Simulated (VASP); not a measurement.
# HfSi2 in VASP: further runs

Runs on HfSi2. Level: PBE. Tasks: single point.

Program: VASP 6.6.1. These are calculated values, not measurements. Logs are shortened: lines on timing, memory, paths and dates and some standing lists are left out, and cuts for length are marked.

## 1. The cell of the first run

The cell holds a slab with vacuum, 12 atoms: a = 3.659 Å, b = 3.683 Å, c = 27.488 Å, α = 90.00°, β = 90.00°, γ = 90.00°.

## 2. Single point, PBE

INCAR

```
SYSTEM = HfSi2
PREC = Accurate
ENCUT = 520
EDIFF = 1E-6
ISMEAR = 0
SIGMA = 0.1
LREAL = .False.
LASPH = .True.
NELM = 60
ALGO = Normal
ISIF = 2
LWAVE = .False.
LCHARG = .False.
LDIPOL = .True.
IDIPOL = 3
DIPOL = 0.5 0.5 0.494
GGA = PE
NBANDS = 48
```

KPOINTS

```
regular mesh
0
Gamma
  10 10 1
  0 0 0
```

POSCAR

```
HfSi2
1.0
    3.6590707965      0.0000000000      0.0000000000
    0.0000000000      3.6826381131      0.0000000000
    0.0000000000      0.0000000000     27.4881519790
Si Hf
8 4
Direct
    0.2500000000      0.0000000000      0.2704467990
    0.7500000000      0.5000000000      0.2707294828
    0.2500000000      0.5000000000      0.3734158739
    0.7500000000      0.5000000000      0.4332054751
    0.2500000000      0.5000000000      0.5383452555
    0.7500000000      0.0000000000      0.5378187548
    0.2500000000      0.0000000000      0.6457356990
    0.7500000000      0.0000000000      0.7152431899
    0.7500000000      0.0000000000      0.3514945461
    0.2500000000      0.0000000000      0.4605465210
    0.7500000000      0.5000000000      0.6145181633
    0.2500000000      0.5000000000      0.7189357106
```

Potentials or basis: VASP PAW PBE potentials, release 64 (Si, Hf_pv).

Run with:

```sh
$ cat potpaw_PBE.64/Si/POTCAR potpaw_PBE.64/Hf_pv/POTCAR > POTCAR
$ mpirun -np 1 vasp_std > vasp.out
```

OUTCAR:

```text
SYSTEM = HfSi2
   PREC = Accurate
   ENCUT = 520
   EDIFF = 1E-6
   ISMEAR = 0
   LREAL = .False.
   LASPH = .True.
   NELM = 60
   ISIF = 2
   GGA = PE

 ion  position               nearest neighbor table
   1  0.250  0.000  0.270-   2 2.60   2 2.60   2 2.60   2 2.60   9 2.88   9 2.88
   2  0.750  0.500  0.271-   1 2.60   1 2.60   1 2.60   1 2.60   9 2.88   9 2.88
   3  0.250  0.500  0.373-   4 2.46   4 2.46   9 2.66   9 2.66   9 2.66   9 2.66  10 3.02  10 3.02

   4  0.750  0.500  0.433-   3 2.46   3 2.46  10 2.70  10 2.70  10 2.70  10 2.70   9 2.90   9 2.90

   5  0.250  0.500  0.538-   6 2.60   6 2.60   6 2.60   6 2.60  11 2.78  11 2.78  10 2.82  10 2.82

   6  0.750  0.000  0.538-   5 2.60   5 2.60   5 2.60   5 2.60  11 2.80  11 2.80  10 2.80  10 2.80

   7  0.250  0.000  0.646-   8 2.65   8 2.65  12 2.73  12 2.73  11 2.73  11 2.73  11 2.73  11 2.73

   8  0.750  0.000  0.715-  12 2.60  12 2.60  12 2.60  12 2.60   7 2.65   7 2.65  11 3.33  11 3.33

   9  0.750  0.000  0.351-   3 2.66   3 2.66   3 2.66   3 2.66   1 2.88   1 2.88   2 2.88   2 2.88
                             4 2.90   4 2.90  10 3.51  10 3.51
  10  0.250  0.000  0.461-   4 2.70   4 2.70   4 2.70   4 2.70   6 2.80   6 2.80   5 2.82   5 2.82
                             3 3.02   3 3.02   9 3.51   9 3.51
  11  0.750  0.500  0.615-   7 2.73   7 2.73   7 2.73   7 2.73   5 2.78   5 2.78   6 2.80   6 2.80
                             8 3.33   8 3.33  12 3.40  12 3.40
  12  0.250  0.500  0.719-   8 2.60   8 2.60   8 2.60   8 2.60   7 2.73   7 2.73  11 3.40  11 3.40

  LATTYP: Found a simple orthorhombic cell.
 ALAT       =     3.6590707965
 B/A-ratio  =     1.0064407927
 C/A-ratio  =     7.5123312742

  Lattice vectors:

 A1 = (   3.6590707965,   0.0000000000,   0.0000000000)
 A2 = (   0.0000000000,   3.6826381131,   0.0000000000)
 A3 = (   0.0000000000,   0.0000000000,  27.4881519790)

Analysis of symmetry for initial positions (statically):
=====================================================================
 Subroutine PRICEL returns:
 Original cell was already a primitive cell.

 Routine SETGRP: Setting up the symmetry group for a
 simple orthorhombic supercell.

 Subroutine GETGRP returns: Found  4 space group operations
 (whereof  2 operations were pure point group operations)
 out of a pool of  8 trial point group operations.

The static configuration has the point symmetry C_1h.
 The point group associated with its full space group is C_2v.

Analysis of symmetry for dynamics (positions and initial velocities):
=====================================================================
 Subroutine PRICEL returns:
 Original cell was already a primitive cell.

 Routine SETGRP: Setting up the symmetry group for a
 simple orthorhombic supercell.

 Subroutine GETGRP returns: Found  4 space group operations
 (whereof  2 operations were pure point group operations)
 out of a pool of  8 trial point group operations.

The dynamic configuration has the point symmetry C_1h.
 The point group associated with its full space group is C_2v.

 Subroutine INISYM returns: Found  4 space group operations
 (whereof  2 operations are pure point group operations),
 and found     1 'primitive' translations

----------------------------------------------------------------------------------------

                                     Primitive cell

  volume of cell :     370.4038

  direct lattice vectors                    reciprocal lattice vectors
     3.659070797  0.000000000  0.000000000     0.273293428  0.000000000  0.000000000
     0.000000000  3.682638113  0.000000000     0.000000000  0.271544466  0.000000000
     0.000000000  0.000000000 27.488151979     0.000000000  0.000000000  0.036379310

  length of vectors
     3.659070797  3.682638113 27.488151979     0.273293428  0.271544466  0.036379310

  position of ions in fractional coordinates (direct lattice)
     0.250000000  0.000000000  0.270446799
     0.750000000  0.500000000  0.270729483
     0.250000000  0.500000000  0.373415874
     0.750000000  0.500000000  0.433205475
     0.250000000  0.500000000  0.538345255
     0.750000000  0.000000000  0.537818755
     0.250000000  0.000000000  0.645735699
     0.750000000  0.000000000  0.715243190
     0.750000000  0.000000000  0.351494546
     0.250000000  0.000000000  0.460546521
     0.750000000  0.500000000  0.614518163
     0.250000000  0.500000000  0.718935711

  ion indices of the primitive-cell ions
   primitive index   ion index
                 1           1
                 2           2
                 3           3
                 4           4
                 5           5
                 6           6
                 7           7
                 8           8
                 9           9
                10          10
                11          11
                12          12

----------------------------------------------------------------------------------------

 KPOINTS: regular mesh

Automatic generation of k-mesh.
 Grid dimensions read from file:
 generate k-points for:   10   10    1

 Generating k-lattice:

  Cartesian coordinates                     Fractional coordinates (reciprocal lattice)
     0.027329343  0.000000000  0.000000000     0.100000000  0.000000000  0.000000000
     0.000000000  0.027154447  0.000000000     0.000000000  0.100000000  0.000000000
     0.000000000  0.000000000  0.036379310     0.000000000  0.000000000  1.000000000

  Length of vectors
     0.027329343  0.027154447  0.036379310

  Shift w.r.t. Gamma in fractional coordinates (k-lattice)
     0.000000000  0.000000000  0.000000000

 Subroutine IBZKPT returns following result:
 ===========================================

 Found     36 irreducible k-points:

 Following reciprocal coordinates:
            Coordinates               Weight
  0.000000  0.000000  0.000000      1.000000
  0.100000  0.000000  0.000000      2.000000
  0.200000  0.000000  0.000000      2.000000
  0.300000  0.000000  0.000000      2.000000
  0.400000  0.000000  0.000000      2.000000
  0.500000  0.000000  0.000000      1.000000
[... 16 lines left out ...]
  0.400000  0.300000  0.000000      4.000000
  0.500000  0.300000  0.000000      2.000000
 [... further k-points ...]
[... 11 lines left out ...]
   ICHARG =      2    charge: 1-file 2-atom 10-const
   ISPIN  =      1    spin polarized calculation?
   LNONCOLLINEAR =      F non collinear calculations
   LSORBIT =      F    spin-orbit coupling
   LASPH  =      T    aspherical Exc in radial PAW
   ENCUT  =  520.0 eV  38.22 Ry    6.18 a.u.   6.80  6.85 51.11*2*pi/ulx,y,z
   NELM   =     60;   NELMIN=  2; NELMDL= -5     # of ELM steps
   EDIFF  = 0.1E-05   stopping-criterion for ELM
   LREAL  =      F    real-space projection
   EDIFFG = 0.1E-04   stopping-criterion for IOM
   NSW    =      0    number of steps for IOM
   IBRION =     -1    ionic relax: 0-MD 1-quasi-New 2-CG
   NFREE  =      0    steps in history (QN), initial steepest desc. (CG)
   ISIF   =      2    stress and relaxation
   ISYM   =      2    0-nonsym 1-usesym 2-fastsym
   POTIM  = 0.5000    time-step for ionic-motion
   TEBEG  =    0.0;   TEEND  =   0.0 temperature during run
   PSTRESS=    0.0 pullay stress
   NELECT =      72.0000    total number of electrons
   NUPDOWN=      -1.0000    fix difference up-down
   EMIN   =  10.00;   EMAX   =-10.00  energy-range for DOS
   EFERMI =   0.00;   METHOD = LEGACY
   ISMEAR =     0;   SIGMA  =   0.10  broadening in eV -4-tet -1-fermi 0-gaus
   EFERMI_NEDOS =   21; number of points for ismear=-14 and -15
   IALGO  =     38    algorithm
   IMIX   =      4    mixing-type and parameters
     AMIX     =   0.40;   BMIX     =  1.00
     AMIX_MAG =   1.60;   BMIX_MAG =  1.00
  volume/ion in A,a.u.               =      30.87       208.30
  Fermi-wavevector in a.u.,A,eV,Ry     =   0.948332  1.792088 12.236183  0.899334
  Thomas-Fermi vector in A             =   2.076511
   LORBIT       =      0    0 simple, 1 ext, 2 COOP (PROOUT), +10 PAW based schemes
   GGA     = PE    functional components
   LHFCALC =     F    Hartree Fock is set to
   AEXX    =    0.0000 exact exchange contribution
   IVDW    =     0    specifies the selected vdW correction
   LEPSILON=     F    determine dielectric tensor
   LRPA    =     F    only Hartree local field effects (RPA)
 non-spin polarized calculation
 Gauss-broadening in eV      SIGMA  =   0.10
  energy-cutoff  :      520.00
  volume of cell :      370.40
 maximum number of plane-waves:     10028
 NGX is ok and might be reduce to    28
   NGX = 13   NGY = 13   NGZ =103

 dipolmoment           0.000000      0.000000      0.210362 electrons x Angstroem

 number of electron      71.9999992 magnetization

 dipolmoment           0.000000      0.000000     -0.117699 electrons x Angstroem

 Free energy of the ion-electron system (eV)
  ---------------------------------------------------
  ext. energy  EPLUGINS =         0.00000000
  ---------------------------------------------------
  free energy    TOTEN  =       -86.55604871 eV

  energy without entropy =      -86.52570486  energy(sigma->0) =      -86.54087679

 E-fermi :   2.1173     XC(G=0):  -6.7210

 val. band max:        2.1131530875   @ k =   0.0000   0.4000   0.0000
 cond. band min:       2.1392920226   @ k =   0.1000   0.0000   0.0000
 fundamental gap:      0.0261389352
 Fermi energy:         2.1172896260

 k-point     1 :       0.0000    0.0000    0.0000
  band No.  band energies     occupation
      1     -28.6024      2.00000
      2     -28.3970      2.00000
      3     -28.3203      2.00000
      4     -28.3134      2.00000
      5     -28.3080      2.00000
      6     -28.2877      2.00000
[... 40 lines left out ...]
     47       4.8515      0.00000
     48       5.0263      0.00000

 k-point     2 :       0.1000    0.0000    0.0000
  band No.  band energies     occupation
      1     -28.6008      2.00000
      2     -28.3942      2.00000
      3     -28.3284      2.00000
      4     -28.3190      2.00000
      5     -28.3065      2.00000
      6     -28.3039      2.00000
[... 40 lines left out ...]
     47       4.9254      0.00000
     48       5.1205      0.00000

 k-point     3 :       0.2000    0.0000    0.0000
  band No.  band energies     occupation
      1     -28.5968      2.00000
      2     -28.3882      2.00000
      3     -28.3639      2.00000
      4     -28.3370      2.00000
      5     -28.3157      2.00000
      6     -28.3026      2.00000
[... 1060 lines left out ...]
     47       5.9157      0.00000
     48       5.9882      0.00000

 k-point    24 :       0.5000    0.3000    0.0000
  band No.  band energies     occupation
      1     -28.5807      2.00000
      2     -28.4337      2.00000
      3     -28.4106      2.00000
      4     -28.3858      2.00000
      5     -28.3818      2.00000
      6     -28.3662      2.00000
[... 40 lines left out ...]
     47       5.9926      0.00000
     48       6.0849      0.00000

 [... further k-points ...]

------------------------ aborting loop because EDIFF is reached ----------------------------------------

 vacuum level on the upper side and lower side of the slab       (xc-potential included)        -0.951         0.645

  FORCE on cell =-STRESS in cart. coord.  units (eV):
  Direction    XX          YY          ZZ          XY          YZ          ZX
  --------------------------------------------------------------------------------------
  -------------------------------------------------------------------------------------
  Total       -2.8574183     -0.0602954     -0.1425740      0.0000000      0.0000000      0.0000000
  in kB      -12.3597307     -0.2608071     -0.6167020      0.0000000      0.0000000      0.0000000
  external PRESSURE =      -4.4124133 kB  Pullay stress =       0.0000000 kB

 VOLUME and BASIS-vectors are now :
 -----------------------------------------------------------------------------
  energy-cutoff  :      520.00
  volume of cell :      370.40
      direct lattice vectors                 reciprocal lattice vectors
     3.659070797  0.000000000  0.000000000     0.273293428  0.000000000  0.000000000
     0.000000000  3.682638113  0.000000000     0.000000000  0.271544466  0.000000000
     0.000000000  0.000000000 27.488151979     0.000000000  0.000000000  0.036379310

 POSITION                                       TOTAL-FORCE (eV/Angst)
 -----------------------------------------------------------------------------------
      0.91477      0.00000      7.43408         0.000000      0.000000      0.001336
      2.74430      1.84132      7.44185         0.000000      0.000000      0.003724
      0.91477      1.84132     10.26451         0.000000      0.000000      0.020410
      2.74430      1.84132     11.90802         0.000000      0.000000     -0.019510
      0.91477      1.84132     14.79812         0.000000      0.000000      0.000754
      2.74430      0.00000     14.78364         0.000000      0.000000      0.001136
      0.91477      0.00000     17.75008         0.000000      0.000000      0.010894
      2.74430      0.00000     19.66071         0.000000      0.000000     -0.019943
      2.74430      0.00000      9.66194         0.000000      0.000000     -0.003027
      0.91477      0.00000     12.65957         0.000000      0.000000     -0.005769
      2.74430      1.84132     16.89197         0.000000      0.000000      0.016572
      0.91477      1.84132     19.76221         0.000000      0.000000     -0.006576
 -----------------------------------------------------------------------------------
    total drift:                                0.000000     -0.000000      0.000183

  FREE ENERGIE OF THE ION-ELECTRON SYSTEM (eV)
  ---------------------------------------------------
  free  energy   TOTEN  =       -86.5560487116 eV

  energy  without entropy=      -86.5257048594  energy(sigma->0) =      -86.54087679

 vacuum level on the upper side and lower side of the slab         5.644         7.275
```

It took 64 min on 1 thread of AMD EPYC 7R13, shared host; peak memory 0.73 GiB.

What came out:

```yaml
Free_energy: -86.5560 eV
Largest_force: 0.020 eV/Å
Band_gap_on_the_k_mesh: zero (band 36 reaches 2.72 eV, above the bottom of band 37 at 1.63 eV)
```

Forces in eV/Å, atoms in the order of the input:
```
Si   0.000  0.000  0.001
Si   0.000  0.000  0.004
Si   0.000  0.000  0.020
Si   0.000  0.000 -0.020
Si   0.000  0.000  0.001
Si   0.000  0.000  0.001
Si   0.000  0.000  0.011
Si   0.000  0.000 -0.020
Hf   0.000  0.000 -0.003
Hf   0.000  0.000 -0.006
Hf   0.000  0.000  0.017
Hf   0.000  0.000 -0.007
```

Caveat: spin-orbit coupling is left out, which moves the levels of the heavy elements.

## 3. Single point, PBE

INCAR

```
SYSTEM = HfSi2
  PREC = Accurate
  ENCUT = 520
  EDIFF = 1E-6
  ISMEAR = 0
  SIGMA = 0.1
  LREAL = .FALSE.
  LASPH = .TRUE.
  NELM = 100
  ALGO = Normal
  ISIF = 2
  LWAVE = .FALSE.
  LCHARG = .FALSE.
  LDIPOL = .TRUE.
  IDIPOL = 3
  DIPOL = 0.5 0.5 0.494
  GGA = PE
  NBANDS = 48
```

KPOINTS

```
Automatic mesh
0
G
  10 10 1
  0 0 0
```

POSCAR

```
HfSi2
1.0
    3.6590707965      0.0000000000      0.0000000000
    0.0000000000      3.6826381131      0.0000000000
    0.0000000000      0.0000000000     27.4881519790
Si Hf
8 4
Direct
    0.2500000000      0.0000000000      0.2728448244
    0.7500000000      0.5000000000      0.2731616671
    0.2500000000      0.5000000000      0.3769297841
    0.7500000000      0.5000000000      0.4345163596
    0.2500000000      0.5000000000      0.5382844766
    0.7500000000      0.0000000000      0.5386013193
    0.2500000000      0.0000000000      0.6423694363
    0.7500000000      0.0000000000      0.6999560118
    0.7500000000      0.0000000000      0.3497306203
    0.2500000000      0.0000000000      0.4617155234
    0.7500000000      0.5000000000      0.6151702725
    0.2500000000      0.5000000000      0.7271551756
```

Potentials or basis: VASP PAW PBE potentials, release 64 (Si, Hf_pv).

Run with:

```sh
$ cat potpaw_PBE.64/Si/POTCAR potpaw_PBE.64/Hf_pv/POTCAR > POTCAR
$ mpirun -np 1 vasp_std > vasp.out
```

It took 40 min on 1 thread of AMD EPYC 9R45 (Zen 5), shared host; peak memory 0.72 GiB.

Results (log left out):

```yaml
Free_energy: -86.2058 eV
Largest_force: 1.314 eV/Å
Band_gap_on_the_k_mesh: zero (band 36 reaches 2.83 eV, above the bottom of band 37 at 1.96 eV)
```

Forces in eV/Å, atoms in the order of the input:
```
Si   0.000  0.000 -0.249
Si   0.000  0.000 -0.311
Si   0.000  0.000 -0.377
Si   0.000  0.000 -0.021
Si   0.000  0.000  0.105
Si   0.000  0.000  0.008
Si   0.000  0.000  0.372
Si   0.000  0.000  1.040
Hf   0.000  0.000  0.875
Hf   0.000  0.000  0.012
Hf   0.000  0.000 -0.141
Hf   0.000  0.000 -1.314
```

Levels at points of the mesh, in eV from the Fermi level:
```
           k point  band 32  band 33  band 34  band 35  band 36  band 37  band 38  band 39  band 40  band 41
(0.00, 0.00, 0.00)    -1.67    -1.64    -1.34    -0.51     0.11     0.44     1.36     1.52     1.75     1.78
(0.50, 0.00, 0.00)    -1.56    -0.48    -0.44    -0.21     0.02     0.45     0.47     0.57     1.02     1.15
(0.00, 0.50, 0.00)    -1.07    -0.84    -0.55    -0.39    -0.32     0.04     0.23     1.01     1.02     1.17
(0.50, 0.50, 0.00)    -2.97    -2.25    -2.23    -0.41    -0.38     0.69     0.75     1.91     2.12     2.12
```

Caveat: spin-orbit coupling is left out, which moves the levels of the heavy elements.

## 4. Single point, PBE

INCAR

```
ALGO = Normal
DIPOL = 0.5 0.5 0.494
EDIFF = 1E-6
ENCUT = 520
GGA = PE
IDIPOL = 3
ISIF = 2
ISMEAR = 0
LASPH = True
LCHARG = True
LDIPOL = True
LELF = True
LREAL = False
LVACPOTAV = True
LVHAR = True
LWAVE = False
NBANDS = 48
NELM = 60
PREC = Accurate
SIGMA = 0.1
```

KPOINTS

```
k-points
0
Gamma
  10 10 1
```

POSCAR

```
HfSi2
1.0
    3.6590707965      0.0000000000      0.0000000000
    0.0000000000      3.6826381131      0.0000000000
    0.0000000000      0.0000000000     27.4881519790
Si Hf
8 4
Direct
    0.2500000000      0.0000000000      0.2704467990
    0.7500000000      0.5000000000      0.2707294828
    0.2500000000      0.5000000000      0.3734158739
    0.7500000000      0.5000000000      0.4332054751
    0.2500000000      0.5000000000      0.5383452555
    0.7500000000      0.0000000000      0.5378187548
    0.2500000000      0.0000000000      0.6457356990
    0.7500000000      0.0000000000      0.7152431899
    0.7500000000      0.0000000000      0.3514945461
    0.2500000000      0.0000000000      0.4605465210
    0.7500000000      0.5000000000      0.6145181633
    0.2500000000      0.5000000000      0.7189357106
```

Run with:

```sh
$ cat potpaw_PBE.64/Si/POTCAR potpaw_PBE.64/Hf_pv/POTCAR > POTCAR
$ mpirun -np 1 vasp_std > vasp.out
```

It took 26 min on 1 thread of AMD EPYC 9R45 (Zen 5), shared host; peak memory 0.72 GiB.

The run converged. Its results:

- Free energy: -86.5560 eV
- Largest force: 0.020 eV/Å
- Band gap on the k mesh: zero (band 36 reaches 2.72 eV, above the bottom of band 37 at 1.63 eV)

Forces on the atoms (eV/Å):
```
Si   0.000  0.000  0.001
Si   0.000  0.000  0.004
Si   0.000  0.000  0.020
Si   0.000  0.000 -0.020
Si   0.000  0.000  0.001
Si   0.000  0.000  0.001
Si   0.000  0.000  0.011
Si   0.000  0.000 -0.020
Hf   0.000  0.000 -0.003
Hf   0.000  0.000 -0.006
Hf   0.000  0.000  0.017
Hf   0.000  0.000 -0.007
```

Levels at points of the mesh, in eV from the Fermi level:
| k point | band 32 | band 33 | band 34 | band 35 | band 36 | band 37 | band 38 | band 39 | band 40 | band 41 |
| --- | --- | --- | --- | --- | --- | --- | --- | --- | --- | --- |
| (0.00, 0.00, 0.00) | -1.38 | -1.36 | -1.23 | -0.30 | 0.06 | 0.91 | 1.37 | 1.53 | 1.78 | 1.84 |
| (0.50, 0.00, 0.00) | -1.44 | -0.24 | -0.23 | -0.17 | 0.32 | 0.72 | 0.80 | 1.18 | 1.41 | 1.50 |
| (0.00, 0.50, 0.00) | -0.91 | -0.58 | -0.11 | -0.10 | -0.03 | 0.17 | 0.38 | 1.28 | 1.50 | 1.54 |
| (0.50, 0.50, 0.00) | -2.45 | -1.95 | -1.89 | -0.51 | -0.48 | -0.40 | -0.27 | 2.47 | 2.51 | 2.64 |

Caveat: spin-orbit coupling is left out, which moves the levels of the heavy elements.
